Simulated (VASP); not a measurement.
# Na (C2/m) in VASP: settings compared

Na is run at these levels: PBE, LDA; tasks: single point.

Program: VASP 6.6.1. These are calculated values, not measurements. Logs are shortened: lines on timing, memory, paths and dates and some standing lists are left out, and cuts for length are marked.

### 1 The cell of the first run

Symmetry: C2/m, No. 12, monoclinic system. The conventional cell has a = 6.393 Å, b = 3.713 Å, c = 9.614 Å, α = 90.00°, β = 103.07°, γ = 90.00°. Within 4.9 Å of Na (site symmetry 2/m) lie 12 Na at 3.70 to 3.79 Å. Within 4.9 Å of Na (site symmetry m) lie 12 Na at 3.70 to 3.79 Å.

### 2 Single point, PBE

Input file INCAR:

```
SYSTEM = Na
PREC = Accurate
ENCUT = 520
EDIFF = 1E-7
ISMEAR = 0
SIGMA = 0.1
LREAL = .FALSE.
LASPH = .TRUE.
NELM = 80
ALGO = Normal
ISIF = 2
LWAVE = .FALSE.
LCHARG = .TRUE.
GGA = PE
LELF = .TRUE.
LVHAR = .TRUE.
NBANDS = 18
```

Input file KPOINTS:

```
Automatic mesh
0
G
  4 4 2
  0 0 0
```

Input file POSCAR:

```
Na
1.0
    3.1966520447     -1.8565520294      0.0000000000
    3.1966520447      1.8565520294      0.0000000000
   -2.1744518352      0.0000000000      9.3648511597
Na
3
Direct
    0.0000000000      0.0000000000      0.0000000000
    0.2224150000      0.2224150000      0.6666760000
    0.7775850000      0.7775850000      0.3333240000
```

Potentials or basis: VASP PAW PBE potentials, release 64 (Na_pv).

Started as:

```sh
cat potpaw_PBE.64/Na_pv/POTCAR > POTCAR
mpirun -np 1 vasp_std > vasp.out
```

OUTCAR:

```text
SYSTEM = Na
   PREC = Accurate
   ENCUT = 520
   EDIFF = 1E-7
   ISMEAR = 0
   LREAL = .FALSE.
   LASPH = .TRUE.
   NELM = 80
   ISIF = 2
   GGA = PE

 ion  position               nearest neighbor table
   1  0.000  0.000  0.000-
   2  0.222  0.222  0.667-
   3  0.778  0.778  0.333-

  LATTYP: Found a base centered monoclinic cell.
 ALAT       =     6.3933040894
 B/A-ratio  =     0.5807801423
 C/A-ratio  =     1.5037582021
 COS(beta)  =    -0.2261759492

  Lattice vectors:

 A1 = (   3.1966520447,  -1.8565520294,   0.0000000000)
 A2 = (   3.1966520447,   1.8565520294,   0.0000000000)
 A3 = (  -2.1744518352,   0.0000000000,   9.3648511597)

Analysis of symmetry for initial positions (statically):
=====================================================================
 Subroutine PRICEL returns:
 Original cell was already a primitive cell.

 Routine SETGRP: Setting up the symmetry group for a
 base centered monoclinic supercell.

 Subroutine GETGRP returns: Found  4 space group operations
 (whereof  4 operations were pure point group operations)
 out of a pool of  4 trial point group operations.

The static configuration has the point symmetry C_2h.

Analysis of symmetry for dynamics (positions and initial velocities):
=====================================================================
 Subroutine PRICEL returns:
 Original cell was already a primitive cell.

 Routine SETGRP: Setting up the symmetry group for a
 base centered monoclinic supercell.

 Subroutine GETGRP returns: Found  4 space group operations
 (whereof  4 operations were pure point group operations)
 out of a pool of  4 trial point group operations.

The dynamic configuration has the point symmetry C_2h.

 Subroutine INISYM returns: Found  4 space group operations
 (whereof  4 operations are pure point group operations),
 and found     1 'primitive' translations

----------------------------------------------------------------------------------------

                                     Primitive cell

  volume of cell :     111.1561

  direct lattice vectors                    reciprocal lattice vectors
     3.196652045 -1.856552029  0.000000000     0.156413646 -0.269316449  0.036318136
     3.196652045  1.856552029  0.000000000     0.156413646  0.269316449  0.036318136
    -2.174451835  0.000000000  9.364851160     0.000000000  0.000000000  0.106782263

  length of vectors
     3.696670087  3.696670087  9.613983463     0.313553162  0.313553162  0.106782263

  position of ions in fractional coordinates (direct lattice)
     0.000000000  0.000000000  0.000000000
     0.222415000  0.222415000  0.666676000
     0.777585000  0.777585000  0.333324000

  ion indices of the primitive-cell ions
   primitive index   ion index
                 1           1
                 2           2
                 3           3

----------------------------------------------------------------------------------------

 KPOINTS: Automatic mesh

Automatic generation of k-mesh.
 Grid dimensions read from file:
 generate k-points for:    4    4    2

 Generating k-lattice:

  Cartesian coordinates                     Fractional coordinates (reciprocal lattice)
     0.039103411 -0.067329112  0.009079534     0.250000000  0.000000000  0.000000000
     0.039103411  0.067329112  0.009079534     0.000000000  0.250000000  0.000000000
     0.000000000  0.000000000  0.053391132     0.000000000  0.000000000  0.500000000

  Length of vectors
     0.078388290  0.078388290  0.053391132

  Shift w.r.t. Gamma in fractional coordinates (k-lattice)
     0.000000000  0.000000000  0.000000000

 Subroutine IBZKPT returns following result:
 ===========================================

 Found     14 irreducible k-points:

 Following reciprocal coordinates:
            Coordinates               Weight
  0.000000  0.000000  0.000000      1.000000
  0.250000  0.000000  0.000000      4.000000
  0.500000  0.000000  0.000000      2.000000
  0.250000  0.250000  0.000000      2.000000
  0.500000  0.250000  0.000000      4.000000
 -0.250000  0.250000  0.000000      2.000000
  0.500000  0.500000  0.000000      1.000000
  0.000000  0.000000  0.500000      1.000000
  0.250000  0.000000  0.500000      4.000000
  0.500000  0.000000  0.500000      2.000000
  0.250000  0.250000  0.500000      2.000000
  0.500000  0.250000  0.500000      4.000000
 -0.250000  0.250000  0.500000      2.000000
  0.500000  0.500000  0.500000      1.000000
   k-points           NKPTS =     14   k-points in BZ     NKDIM =     14   number of bands    NBANDS=     18
   number of dos      NEDOS =    301   number of ions     NIONS =      3
   total plane-waves  NPLWV =  56448
   dimension x,y,z NGX =    28 NGY =   28 NGZ =   72
   dimension x,y,z NGXF=    56 NGYF=   56 NGZF=  144
   ions per type =               3
   NGX,Y,Z   is equivalent  to a cutoff of  12.59, 12.59, 12.45 a.u.
   NGXF,Y,Z  is equivalent  to a cutoff of  25.18, 25.18, 24.90 a.u.
 SYSTEM =  Na
   PREC   = accura    normal or accurate (medium, high low for compatibility)
   ISTART =      0    job   : 0-new  1-cont  2-samecut
   ICHARG =      2    charge: 1-file 2-atom 10-const
   ISPIN  =      1    spin polarized calculation?
   LNONCOLLINEAR =      F non collinear calculations
   LSORBIT =      F    spin-orbit coupling
   LASPH  =      T    aspherical Exc in radial PAW
   ENCUT  =  520.0 eV  38.22 Ry    6.18 a.u.   6.87  6.87 17.88*2*pi/ulx,y,z
   NELM   =     80;   NELMIN=  2; NELMDL= -5     # of ELM steps
   EDIFF  = 0.1E-06   stopping-criterion for ELM
   LREAL  =      F    real-space projection
   EDIFFG = 0.1E-05   stopping-criterion for IOM
   NSW    =      0    number of steps for IOM
   IBRION =     -1    ionic relax: 0-MD 1-quasi-New 2-CG
   NFREE  =      0    steps in history (QN), initial steepest desc. (CG)
   ISIF   =      2    stress and relaxation
   ISYM   =      2    0-nonsym 1-usesym 2-fastsym
   POTIM  = 0.5000    time-step for ionic-motion
   TEBEG  =    0.0;   TEEND  =   0.0 temperature during run
   PSTRESS=    0.0 pullay stress
   NELECT =      21.0000    total number of electrons
   NUPDOWN=      -1.0000    fix difference up-down
   EMIN   =  10.00;   EMAX   =-10.00  energy-range for DOS
   EFERMI =   0.00;   METHOD = LEGACY
   ISMEAR =     0;   SIGMA  =   0.10  broadening in eV -4-tet -1-fermi 0-gaus
   EFERMI_NEDOS =   21; number of points for ismear=-14 and -15
   IALGO  =     38    algorithm
   IMIX   =      4    mixing-type and parameters
     AMIX     =   0.40;   BMIX     =  1.00
     AMIX_MAG =   1.60;   BMIX_MAG =  1.00
  volume/ion in A,a.u.               =      37.05       250.04
  Fermi-wavevector in a.u.,A,eV,Ry     =   0.939370  1.775152 12.006005  0.882416
  Thomas-Fermi vector in A             =   2.066676
   LORBIT       =      0    0 simple, 1 ext, 2 COOP (PROOUT), +10 PAW based schemes
   GGA     = PE    functional components
   LHFCALC =     F    Hartree Fock is set to
   AEXX    =    0.0000 exact exchange contribution
   IVDW    =     0    specifies the selected vdW correction
   LEPSILON=     F    determine dielectric tensor
   LRPA    =     F    only Hartree local field effects (RPA)
 non-spin polarized calculation
 Gauss-broadening in eV      SIGMA  =   0.10
  energy-cutoff  :      520.00
  volume of cell :      111.16
 maximum number of plane-waves:      3010
   NGX = 13   NGY = 13   NGZ = 35

 number of electron      21.0000011 magnetization

 Free energy of the ion-electron system (eV)
  ---------------------------------------------------
  ext. energy  EPLUGINS =         0.00000000
  ---------------------------------------------------
  free energy    TOTEN  =        -3.85188618 eV

  energy without entropy =       -3.84690871  energy(sigma->0) =       -3.84939744

 E-fermi :   0.3411     XC(G=0):  -6.5029

 val. band max:        0.3268006184   @ k =   0.2500   0.2500   0.0000
 cond. band min:       0.6750492585   @ k =   0.5000   0.0000   0.0000
 fundamental gap:      0.3482486401
 Fermi energy:         0.3410627983

 k-point     1 :       0.0000    0.0000    0.0000
  band No.  band energies     occupation
      1     -24.5912      2.00000
      2     -24.5911      2.00000
      3     -24.5713      2.00000
      4     -24.5712      2.00000
      5     -24.5700      2.00000
      6     -24.5699      2.00000
[... 10 lines left out ...]
     17      10.8258      0.00000
     18      10.8969      0.00000

 k-point     2 :       0.2500    0.0000    0.0000
  band No.  band energies     occupation
      1     -24.5915      2.00000
      2     -24.5905      2.00000
      3     -24.5839      2.00000
      4     -24.5819      2.00000
      5     -24.5786      2.00000
      6     -24.5749      2.00000
[... 10 lines left out ...]
     17       7.4442      0.00000
     18       8.7582      0.00000

 k-point     3 :       0.5000    0.0000    0.0000
  band No.  band energies     occupation
      1     -24.6026      2.00000
      2     -24.6003      2.00000
      3     -24.5986      2.00000
      4     -24.5809      2.00000
      5     -24.5786      2.00000
      6     -24.5785      2.00000
[... 10 lines left out ...]
     17       6.1904      0.00000
     18       7.4898      0.00000

 k-point     4 :       0.2500    0.2500    0.0000
  band No.  band energies     occupation
      1     -24.5926      2.00000
      2     -24.5908      2.00000
      3     -24.5847      2.00000
      4     -24.5829      2.00000
      5     -24.5780      2.00000
      6     -24.5751      2.00000
[... 165 lines left out ...]
      4     -24.5852      2.00000
      5     -24.5837      2.00000
      6     -24.5805      2.00000
[... 10 lines left out ...]
     17       5.2377      0.00000
     18       5.6018      0.00000

 k-point    13 :      -0.2500    0.2500    0.5000
  band No.  band energies     occupation
      1     -24.5954      2.00000
      2     -24.5951      2.00000
      3     -24.5920      2.00000
      4     -24.5868      2.00000
      5     -24.5850      2.00000
      6     -24.5825      2.00000
[... 10 lines left out ...]
     17       5.0552      0.00000
     18       5.6801      0.00000

 k-point    14 :       0.5000    0.5000    0.5000
  band No.  band energies     occupation
      1     -24.6039      2.00000
      2     -24.6014      2.00000
      3     -24.6002      2.00000
      4     -24.5803      2.00000
      5     -24.5790      2.00000
      6     -24.5780      2.00000
[... 10 lines left out ...]
     17       6.2753      0.00000
     18       7.4344      0.00000

------------------------ aborting loop because EDIFF is reached ----------------------------------------

  FORCE on cell =-STRESS in cart. coord.  units (eV):
  Direction    XX          YY          ZZ          XY          YZ          ZX
  --------------------------------------------------------------------------------------
  -------------------------------------------------------------------------------------
  Total       -0.1275421      0.4948226     -0.2088751      0.0000000      0.0000000      0.2489057
  in kB       -1.8383611      7.1322526     -3.0106751      0.0000000      0.0000000      3.5876664
  external PRESSURE =       0.7610721 kB  Pullay stress =       0.0000000 kB

 VOLUME and BASIS-vectors are now :
 -----------------------------------------------------------------------------
  energy-cutoff  :      520.00
  volume of cell :      111.16
      direct lattice vectors                 reciprocal lattice vectors
     3.196652045 -1.856552029  0.000000000     0.156413646 -0.269316449  0.036318136
     3.196652045  1.856552029  0.000000000     0.156413646  0.269316449  0.036318136
    -2.174451835  0.000000000  9.364851160     0.000000000  0.000000000  0.106782263

 POSITION                                       TOTAL-FORCE (eV/Angst)
 -----------------------------------------------------------------------------------
      0.00000      0.00000      0.00000        -0.000000      0.000000      0.000000
     -0.02769      0.00000      6.24332         0.001811      0.000000     -0.000144
      4.24654      0.00000      3.12153        -0.001811      0.000000      0.000144
 -----------------------------------------------------------------------------------
    total drift:                               -0.000000      0.000000      0.000000

  FREE ENERGIE OF THE ION-ELECTRON SYSTEM (eV)
  ---------------------------------------------------
  free  energy   TOTEN  =        -3.8518861751 eV

  energy  without entropy=       -3.8469087112  energy(sigma->0) =       -3.84939744
```

It took 39 s on 1 thread of Intel Xeon 6975P-C, shared host; peak memory 0.18 GiB.

What came out:

```yaml
Free_energy: -3.8519 eV
Pressure: 0.1 GPa
```

Levels at points of the mesh, in eV from the Fermi level:
```csv
k point,band 6,band 7,band 8,band 9,band 10,band 11,band 12,band 13,band 14,band 15
"(0.00, 0.00, 0.00)",-24.91,-24.91,-24.91,-24.91,-3.29,-1.55,-1.54,3.46,3.46,10.39
"(0.50, 0.00, 0.00)",-24.92,-24.92,-24.91,-24.91,0.33,0.46,1.28,1.74,2.58,2.72
"(0.50, 0.50, 0.00)",-24.92,-24.92,-24.92,-24.91,0.52,0.61,0.94,1.35,3.27,3.40
"(0.00, 0.00, 0.50)",-24.91,-24.91,-24.91,-24.91,-2.85,-2.85,0.40,0.76,7.03,7.03
"(0.50, 0.00, 0.50)",-24.92,-24.92,-24.92,-24.91,0.48,0.57,0.92,1.34,3.19,3.33
"(0.50, 0.50, 0.50)",-24.92,-24.92,-24.91,-24.91,0.36,0.49,1.34,1.80,2.57,2.71
```

Caveat: the k points lie up to 0.49 Å⁻¹ apart.

### 3 Single point, PBE

This run uses another cell than the first one, of 29.86 Å³/atom, 0.806 times its volume.

Input file INCAR:

```
ALGO = Normal ; EDIFF = 1E-6
ENCUT = 500 ; GGA = PE
GGA_COMPAT = F ; ISIF = 2
ISMEAR = 0 ; LASPH = T
LCHARG = T ; LELF = T
LREAL = F ; LVHAR = T
LWAVE = F ; NBANDS = 18
NELM = 120 ; PREC = Accurate
SIGMA = 0.1
```

Input file KPOINTS:

```
k-points
0
Gamma
  4 4 2
```

Input file POSCAR:

```
Na
1.0
    2.9749091893     -1.7277681823      0.0000000000
    2.9749091893      1.7277681823      0.0000000000
   -2.0236161633      0.0000000000      8.7152374991
Na
3
Direct
    0.0000000000      0.0000000000      0.0000000000
    0.2224150000      0.2224150000      0.6666760000
    0.7775850000      0.7775850000      0.3333240000
```

Potentials or basis: VASP PAW PBE potentials, release 64 (Na_pv).

Started as:

```sh
cat potpaw_PBE.64/Na_pv/POTCAR > POTCAR
mpirun -np 1 vasp_std > vasp.out
```

Wall time 9 s (1 thread of Intel Xeon 6975P-C (Granite Rapids), shared host); peak memory 0.2 GiB.

It converged, with:

```yaml
Free_energy: -3.6979 eV
Pressure: 2.6 GPa
```

Forces in eV/Å, atoms in the order of the input:
```
Na   0.000  0.000  0.000
Na   0.002  0.000  0.001
Na  -0.002  0.000 -0.001
```

Stress tensor (GPa, compression positive):
```
2.21 0.00 0.49
0.00 3.51 0.00
0.49 0.00 1.99
```

Levels at points of the mesh, in eV from the Fermi level:
```
           k point  band 8  band 9  band 10  band 11  band 12  band 13
(0.00, 0.00, 0.00)  -24.78  -24.78    -3.78    -1.76    -1.76     3.97
(0.50, 0.00, 0.00)  -24.79  -24.79     0.35     0.57     1.45     2.00
(0.50, 0.50, 0.00)  -24.79  -24.79     0.57     0.71     1.07     1.60
(0.00, 0.00, 0.50)  -24.78  -24.78    -3.26    -3.26     0.40     0.98
(0.50, 0.00, 0.50)  -24.80  -24.79     0.52     0.66     1.05     1.59
(0.50, 0.50, 0.50)  -24.79  -24.79     0.37     0.60     1.52     2.06
```

Caveat: the k points lie up to 0.53 Å⁻¹ apart.

### 4 Single point, LDA

Input file INCAR:

```
ALGO     = Normal         # electronic algorithm
EDIFF    = 1E-6           # SCF threshold, eV
ENCUT    = 500            # plane-wave cutoff, eV
GGA_COMPAT= False        
ISIF     = 2              # what is computed and relaxed
ISMEAR   = 0              # smearing method
LASPH    = True           # aspherical terms in the spheres
LCHARG   = False          # write CHGCAR
LREAL    = False          # projectors in reciprocal space
LWAVE    = False          # write WAVECAR
NBANDS   = 18             # bands
NELM     = 120            # most SCF steps
PREC     = Accurate       # precision mode
SIGMA    = 0.1            # smearing width, eV
```

KPOINTS is that of step 3.

Input file POSCAR:

```
Na
1.0
    3.1966520447     -1.8565520294      0.0000000000
    3.1966520447      1.8565520294      0.0000000000
   -2.1744518352      0.0000000000      9.3648511597
Na
3
Direct
    0.0000000000      0.0000000000      0.0000000000
    0.2224150000      0.2224150000      0.6666760000
    0.7775850000      0.7775850000      0.3333240000
```

Potentials or basis: VASP PAW LDA potentials, release 64 (Na_pv).

Started as:

```sh
cat potpaw_LDA.64/Na_pv/POTCAR > POTCAR
mpirun -np 1 vasp_std > vasp.out
```

It took 7 s on 1 thread of Intel Xeon 6975P-C (Granite Rapids), shared host; peak memory 0.17 GiB.

The run converged. Its results:

```yaml
Free_energy: -4.2519 eV
Pressure: -0.7 GPa
```

Stress tensor (GPa, compression positive):
```
-0.95  0.00  0.36
 0.00 -0.04  0.00
 0.36  0.00 -1.03
```

Levels at points of the mesh, in eV from the Fermi level:
```
           k point  band 6  band 7  band 8  band 9  band 10  band 11  band 12  band 13  band 14  band 15
(0.00, 0.00, 0.00)  -24.95  -24.95  -24.95  -24.95    -3.29    -1.55    -1.55     3.45     3.45    10.35
(0.50, 0.00, 0.00)  -24.96  -24.96  -24.96  -24.95     0.35     0.44     1.30     1.73     2.57     2.71
(0.50, 0.50, 0.00)  -24.96  -24.96  -24.96  -24.96     0.53     0.61     0.95     1.32     3.25     3.42
(0.00, 0.00, 0.50)  -24.95  -24.95  -24.95  -24.95    -2.85    -2.85     0.44     0.71     7.00     7.01
(0.50, 0.00, 0.50)  -24.96  -24.96  -24.96  -24.96     0.49     0.56     0.94     1.31     3.18     3.35
(0.50, 0.50, 0.50)  -24.96  -24.96  -24.95  -24.95     0.38     0.47     1.35     1.79     2.56     2.71
```

Caveat: the k points lie up to 0.49 Å⁻¹ apart.

### 5 The runs side by side

| level | potentials or basis | cell | cutoff (eV) | gap on the mesh (eV) | pressure (GPa) |
| --- | --- | --- | --- | --- | --- |
| PBE | VASP PAW PBE potentials, release 64 (Na_pv) | a = 3.697, b = 3.697, c = 9.614 Å, angles 101.3, 101.3, 60.3°, 3 atoms | 520 | none | 0.1 |
| PBE | VASP PAW PBE potentials, release 64 (Na_pv) | a = 3.440, b = 3.440, c = 8.947 Å, angles 101.3, 101.3, 60.3°, 3 atoms | 500 | none | 2.6 |
| LDA | VASP PAW LDA potentials, release 64 (Na_pv) | a = 3.697, b = 3.697, c = 9.614 Å, angles 101.3, 101.3, 60.3°, 3 atoms | 500 | none | -0.7 |

Alike in all rows: task single point; no spin polarisation; k mesh 4 × 4 × 2; smearing gaussian 0.1 eV.

Caveats: all runs use coarse meshes.

Absolute energies hang on the potentials; compare differences alone.
